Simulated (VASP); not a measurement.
# Yb3InC (Pm-3m) in VASP: notebook

Yb3InC is run at these levels: PBE; tasks: single point.

Program: VASP 6.6.1. These are calculated values, not measurements. Logs are shortened: lines on timing, memory, paths and dates and some standing lists are left out, and cuts for length are marked.

## 1. The cell of the first run

The structure is cubic, space group Pm-3m (No. 221). Conventional cell: a = 5.063 Å, b = 5.063 Å, c = 5.063 Å, α = 90.00°, β = 90.00°, γ = 90.00°. Within 3.3 Å of Yb (site symmetry 4/mmm) lie 2 C at 2.53 Å. In (site symmetry m-3m) has 12 Yb at 3.58 Å and 8 C at 4.38 Å within 4.7 Å. Within 3.3 Å of C (site symmetry m-3m) lie 6 Yb at 2.53 Å.

## 2. Single point, PBE

INCAR reads:

```
PREC = Accurate
ENCUT = 520
EDIFF = 1E-6
ISMEAR = 0
SIGMA = 0.15
LREAL = F
LASPH = T
NELM = 60
ALGO = Normal
ISIF = 2
LWAVE = F
LCHARG = T
GGA = PE
LELF = T
LVHAR = T
NBANDS = 52
```

KPOINTS reads:

```
Automatic mesh
0
Gamma
  5 5 5
```

POSCAR reads:

```
Yb3InC
1.0
    5.0632500000      0.0000000000      0.0000000000
    0.0000000000      5.0632500000      0.0000000000
    0.0000000000      0.0000000000      5.0632500000
Yb In C
3 1 1
Direct
    0.5000000000      0.0000000000      0.5000000000
    0.0000000000      0.5000000000      0.5000000000
    0.5000000000      0.5000000000      0.0000000000
    0.0000000000      0.0000000000      0.0000000000
    0.5000000000      0.5000000000      0.5000000000
```

Potentials or basis: VASP PAW PBE potentials, release 64 (Yb, In_d, C).

Launch:

```sh
cat potpaw_PBE.64/Yb/POTCAR potpaw_PBE.64/In_d/POTCAR potpaw_PBE.64/C/POTCAR > POTCAR
mpirun -np 1 vasp_std > vasp.out
```

OUTCAR:

```text
PREC = Accurate
   ENCUT = 520
   EDIFF = 1E-6
   ISMEAR = 0
   LREAL = F
   LASPH = T
   NELM = 60
   ISIF = 2
   GGA = PE

 ion  position               nearest neighbor table
   1  0.500  0.000  0.500-   5 2.53   5 2.53   4 3.58   2 3.58   3 3.58   4 3.58   2 3.58   3 3.58
                             3 3.58   3 3.58   2 3.58   4 3.58   4 3.58   2 3.58
   2  0.000  0.500  0.500-   5 2.53   5 2.53   4 3.58   1 3.58   3 3.58   4 3.58   1 3.58   4 3.58
                             4 3.58   1 3.58   3 3.58   3 3.58   3 3.58   1 3.58
   3  0.500  0.500  0.000-   5 2.53   5 2.53   4 3.58   1 3.58   1 3.58   2 3.58   2 3.58   1 3.58
                             4 3.58   1 3.58   2 3.58   4 3.58   2 3.58   4 3.58
   4  0.000  0.000  0.000-   1 3.58   2 3.58   3 3.58   1 3.58   2 3.58   2 3.58   3 3.58   2 3.58
                             1 3.58   3 3.58   1 3.58   3 3.58
   5  0.500  0.500  0.500-   1 2.53   2 2.53   3 2.53   3 2.53   1 2.53   2 2.53

  LATTYP: Found a simple cubic cell.
 ALAT       =     5.0632500000

  Lattice vectors:

 A1 = (   5.0632500000,   0.0000000000,   0.0000000000)
 A2 = (   0.0000000000,   5.0632500000,   0.0000000000)
 A3 = (   0.0000000000,   0.0000000000,   5.0632500000)

Analysis of symmetry for initial positions (statically):
=====================================================================
 Subroutine PRICEL returns:
 Original cell was already a primitive cell.

 Routine SETGRP: Setting up the symmetry group for a
 simple cubic supercell.

 Subroutine GETGRP returns: Found 48 space group operations
 (whereof 48 operations were pure point group operations)
 out of a pool of 48 trial point group operations.

The static configuration has the point symmetry O_h .

Analysis of symmetry for dynamics (positions and initial velocities):
=====================================================================
 Subroutine PRICEL returns:
 Original cell was already a primitive cell.

 Routine SETGRP: Setting up the symmetry group for a
 simple cubic supercell.

 Subroutine GETGRP returns: Found 48 space group operations
 (whereof 48 operations were pure point group operations)
 out of a pool of 48 trial point group operations.

The dynamic configuration has the point symmetry O_h .

 Subroutine INISYM returns: Found 48 space group operations
 (whereof 48 operations are pure point group operations),
 and found     1 'primitive' translations

----------------------------------------------------------------------------------------

                                     Primitive cell

  volume of cell :     129.8040

  direct lattice vectors                    reciprocal lattice vectors
     5.063250000  0.000000000  0.000000000     0.197501605  0.000000000  0.000000000
     0.000000000  5.063250000  0.000000000     0.000000000  0.197501605  0.000000000
     0.000000000  0.000000000  5.063250000     0.000000000  0.000000000  0.197501605

  length of vectors
     5.063250000  5.063250000  5.063250000     0.197501605  0.197501605  0.197501605

  position of ions in fractional coordinates (direct lattice)
     0.500000000  0.000000000  0.500000000
     0.000000000  0.500000000  0.500000000
     0.500000000  0.500000000  0.000000000
     0.000000000  0.000000000  0.000000000
     0.500000000  0.500000000  0.500000000

  ion indices of the primitive-cell ions
   primitive index   ion index
                 1           1
                 2           2
                 3           3
                 4           4
                 5           5

----------------------------------------------------------------------------------------

 KPOINTS: Automatic mesh

Automatic generation of k-mesh.
 Grid dimensions read from file:
 generate k-points for:    5    5    5

 Generating k-lattice:

  Cartesian coordinates                     Fractional coordinates (reciprocal lattice)
     0.039500321  0.000000000  0.000000000     0.200000000  0.000000000  0.000000000
     0.000000000  0.039500321  0.000000000     0.000000000  0.200000000  0.000000000
     0.000000000  0.000000000  0.039500321     0.000000000  0.000000000  0.200000000

  Length of vectors
     0.039500321  0.039500321  0.039500321

  Shift w.r.t. Gamma in fractional coordinates (k-lattice)
     0.000000000  0.000000000  0.000000000

 Subroutine IBZKPT returns following result:
 ===========================================

 Found     10 irreducible k-points:

 Following reciprocal coordinates:
            Coordinates               Weight
  0.000000  0.000000  0.000000      1.000000
  0.200000  0.000000  0.000000      6.000000
  0.400000  0.000000  0.000000      6.000000
  0.200000  0.200000  0.000000     12.000000
  0.400000  0.200000  0.000000     24.000000
  0.400000  0.400000  0.000000     12.000000
  0.200000  0.200000  0.200000      8.000000
  0.400000  0.200000  0.200000     24.000000
  0.400000  0.400000  0.200000     24.000000
  0.400000  0.400000  0.400000      8.000000
   k-points           NKPTS =     10   k-points in BZ     NKDIM =     10   number of bands    NBANDS=     52
   number of dos      NEDOS =    301   number of ions     NIONS =      5
   total plane-waves  NPLWV =  64000
   dimension x,y,z NGX =    40 NGY =   40 NGZ =   40
   dimension x,y,z NGXF=    80 NGYF=   80 NGZF=   80
   ions per type =               3   1   1
   NGX,Y,Z   is equivalent  to a cutoff of  13.13, 13.13, 13.13 a.u.
   NGXF,Y,Z  is equivalent  to a cutoff of  26.27, 26.27, 26.27 a.u.
 SYSTEM =  unknown system
   PREC   = accura    normal or accurate (medium, high low for compatibility)
   ISTART =      0    job   : 0-new  1-cont  2-samecut
   ICHARG =      2    charge: 1-file 2-atom 10-const
   ISPIN  =      1    spin polarized calculation?
   LNONCOLLINEAR =      F non collinear calculations
   LSORBIT =      F    spin-orbit coupling
   LASPH  =      T    aspherical Exc in radial PAW
   ENCUT  =  520.0 eV  38.22 Ry    6.18 a.u.   9.41  9.41  9.41*2*pi/ulx,y,z
   NELM   =     60;   NELMIN=  2; NELMDL= -5     # of ELM steps
   EDIFF  = 0.1E-05   stopping-criterion for ELM
   LREAL  =      F    real-space projection
   EDIFFG = 0.1E-04   stopping-criterion for IOM
   NSW    =      0    number of steps for IOM
   IBRION =     -1    ionic relax: 0-MD 1-quasi-New 2-CG
   NFREE  =      0    steps in history (QN), initial steepest desc. (CG)
   ISIF   =      2    stress and relaxation
   ISYM   =      2    0-nonsym 1-usesym 2-fastsym
   POTIM  = 0.5000    time-step for ionic-motion
   TEBEG  =    0.0;   TEEND  =   0.0 temperature during run
   PSTRESS=    0.0 pullay stress
   NELECT =      89.0000    total number of electrons
   NUPDOWN=      -1.0000    fix difference up-down
   EMIN   =  10.00;   EMAX   =-10.00  energy-range for DOS
   EFERMI =   0.00;   METHOD = LEGACY
   ISMEAR =     0;   SIGMA  =   0.15  broadening in eV -4-tet -1-fermi 0-gaus
   EFERMI_NEDOS =   21; number of points for ismear=-14 and -15
   IALGO  =     38    algorithm
   IMIX   =      4    mixing-type and parameters
     AMIX     =   0.40;   BMIX     =  1.00
     AMIX_MAG =   1.60;   BMIX_MAG =  1.00
  volume/ion in A,a.u.               =      25.96       175.19
  Fermi-wavevector in a.u.,A,eV,Ry     =   1.443584  2.727979 28.353663  2.083935
  Thomas-Fermi vector in A             =   2.561975
   LORBIT       =      0    0 simple, 1 ext, 2 COOP (PROOUT), +10 PAW based schemes
   GGA     = PE    functional components
   LHFCALC =     F    Hartree Fock is set to
   AEXX    =    0.0000 exact exchange contribution
   IVDW    =     0    specifies the selected vdW correction
   LEPSILON=     F    determine dielectric tensor
   LRPA    =     F    only Hartree local field effects (RPA)
 non-spin polarized calculation
 Gauss-broadening in eV      SIGMA  =   0.15
  energy-cutoff  :      520.00
  volume of cell :      129.80
 maximum number of plane-waves:      3519
 NGX is ok and might be reduce to    40
   NGX = 19   NGY = 19   NGZ = 19

 number of electron      89.0000076 magnetization

 Free energy of the ion-electron system (eV)
  ---------------------------------------------------
  ext. energy  EPLUGINS =         0.00000000
  ---------------------------------------------------
  free energy    TOTEN  =       -23.41061527 eV

  energy without entropy =      -23.26955385  energy(sigma->0) =      -23.34008456

 E-fermi :   2.6880     XC(G=0): -10.0993

 val. band max:        2.6736753743   @ k =   0.4000   0.0000   0.0000
 cond. band min:       2.7148473666   @ k =   0.2000   0.0000   0.0000
 fundamental gap:      0.0411719923
 Fermi energy:         2.6879850447

 k-point     1 :       0.0000    0.0000    0.0000
  band No.  band energies     occupation
      1     -48.7167      2.00000
      2     -48.6903      2.00000
      3     -48.6903      2.00000
      4     -21.1384      2.00000
      5     -21.1384      2.00000
      6     -21.1384      2.00000
[... 44 lines left out ...]
     51       4.7343      0.00000
     52       5.5103      0.00000

 k-point     2 :       0.2000    0.0000    0.0000
  band No.  band energies     occupation
      1     -48.7145      2.00000
      2     -48.6925      2.00000
      3     -48.6903      2.00000
      4     -21.1222      2.00000
      5     -21.1222      2.00000
      6     -21.1163      2.00000
[... 44 lines left out ...]
     51       5.5361      0.00000
     52       6.7346      0.00000

 k-point     3 :       0.4000    0.0000    0.0000
  band No.  band energies     occupation
      1     -48.7093      2.00000
      2     -48.6976      2.00000
      3     -48.6902      2.00000
      4     -21.0878      2.00000
      5     -21.0878      2.00000
      6     -21.0665      2.00000
[... 44 lines left out ...]
     51       6.3131      0.00000
     52       6.6418      0.00000

 k-point     4 :       0.2000    0.2000    0.0000
  band No.  band energies     occupation
      1     -48.7124      2.00000
      2     -48.6933      2.00000
      3     -48.6915      2.00000
      4     -21.1343      2.00000
      5     -21.1061      2.00000
      6     -21.0796      2.00000
[... 44 lines left out ...]
     51       5.6674      0.00000
     52       7.1479      0.00000

 k-point     5 :       0.4000    0.2000    0.0000
  band No.  band energies     occupation
      1     -48.7076      2.00000
      2     -48.6977      2.00000
      3     -48.6919      2.00000
      4     -21.1152      2.00000
      5     -21.0712      2.00000
      6     -21.0658      2.00000
[... 44 lines left out ...]
     51       6.0140      0.00000
     52       6.4802      0.00000

 k-point     6 :       0.4000    0.4000    0.0000
  band No.  band energies     occupation
      1     -48.7033      2.00000
      2     -48.6982      2.00000
      3     -48.6956      2.00000
      4     -21.1462      2.00000
      5     -21.0624      2.00000
      6     -21.0365      2.00000
[... 44 lines left out ...]
     51       5.6776      0.00000
     52       6.6708      0.00000

 k-point     7 :       0.2000    0.2000    0.2000
  band No.  band energies     occupation
      1     -48.7106      2.00000
      2     -48.6933      2.00000
      3     -48.6933      2.00000
      4     -21.1503      2.00000
      5     -21.0838      2.00000
      6     -21.0838      2.00000
[... 44 lines left out ...]
     51       5.8311      0.00000
     52       6.1359      0.00000

 k-point     8 :       0.4000    0.2000    0.2000
  band No.  band energies     occupation
      1     -48.7062      2.00000
      2     -48.6977      2.00000
      3     -48.6933      2.00000
      4     -21.1356      2.00000
      5     -21.0933      2.00000
      6     -21.0908      2.00000
[... 44 lines left out ...]
     51       5.9845      0.00000
     52       6.4740      0.00000

 k-point     9 :       0.4000    0.4000    0.2000
  band No.  band energies     occupation
      1     -48.7026      2.00000
      2     -48.6982      2.00000
      3     -48.6963      2.00000
      4     -21.1498      2.00000
      5     -21.1272      2.00000
      6     -21.0965      2.00000
[... 44 lines left out ...]
     51       5.6953      0.00000
     52       6.6884      0.00000

 k-point    10 :       0.4000    0.4000    0.4000
  band No.  band energies     occupation
      1     -48.7007      2.00000
      2     -48.6982      2.00000
      3     -48.6982      2.00000
      4     -21.1850      2.00000
      5     -21.1414      2.00000
      6     -21.1414      2.00000
[... 44 lines left out ...]
     51       5.8344      0.00000
     52       6.2149      0.00000

------------------------ aborting loop because EDIFF is reached ----------------------------------------

  FORCE on cell =-STRESS in cart. coord.  units (eV):
  Direction    XX          YY          ZZ          XY          YZ          ZX
  --------------------------------------------------------------------------------------
  -------------------------------------------------------------------------------------
  Total       -3.1978378     -3.1978378     -3.1978378      0.0000000      0.0000000     -0.0000000
  in kB      -39.4710696    -39.4710696    -39.4710696      0.0000000      0.0000000     -0.0000000
  external PRESSURE =     -39.4710696 kB  Pullay stress =       0.0000000 kB

 VOLUME and BASIS-vectors are now :
 -----------------------------------------------------------------------------
  energy-cutoff  :      520.00
  volume of cell :      129.80
      direct lattice vectors                 reciprocal lattice vectors
     5.063250000  0.000000000  0.000000000     0.197501605  0.000000000  0.000000000
     0.000000000  5.063250000  0.000000000     0.000000000  0.197501605  0.000000000
     0.000000000  0.000000000  5.063250000     0.000000000  0.000000000  0.197501605

 POSITION                                       TOTAL-FORCE (eV/Angst)
 -----------------------------------------------------------------------------------
      2.53163      0.00000      2.53163         0.000000      0.000000      0.000000
      0.00000      2.53163      2.53163         0.000000      0.000000      0.000000
      2.53163      2.53163      0.00000         0.000000      0.000000      0.000000
      0.00000      0.00000      0.00000         0.000000      0.000000      0.000000
      2.53163      2.53163      2.53163         0.000000      0.000000      0.000000
 -----------------------------------------------------------------------------------
    total drift:                               -0.000000     -0.000000     -0.000000

  FREE ENERGIE OF THE ION-ELECTRON SYSTEM (eV)
  ---------------------------------------------------
  free  energy   TOTEN  =       -23.4106152690 eV

  energy  without entropy=      -23.2695538542  energy(sigma->0) =      -23.34008456
```

Wall time 3.4 min (1 thread of Intel Xeon Platinum 8559C (Emerald Rapids), shared host); peak memory 0.26 GiB.

What came out:

```
Free energy : -23.4106 eV
Pressure    : -3.9 GPa
```

Caveat: spin-orbit coupling is left out, which moves the levels of the heavy elements; without U or exact exchange the open f shell lies at the Fermi level, which spoils levels, moments and volumes.

[end of part 1 of 2]
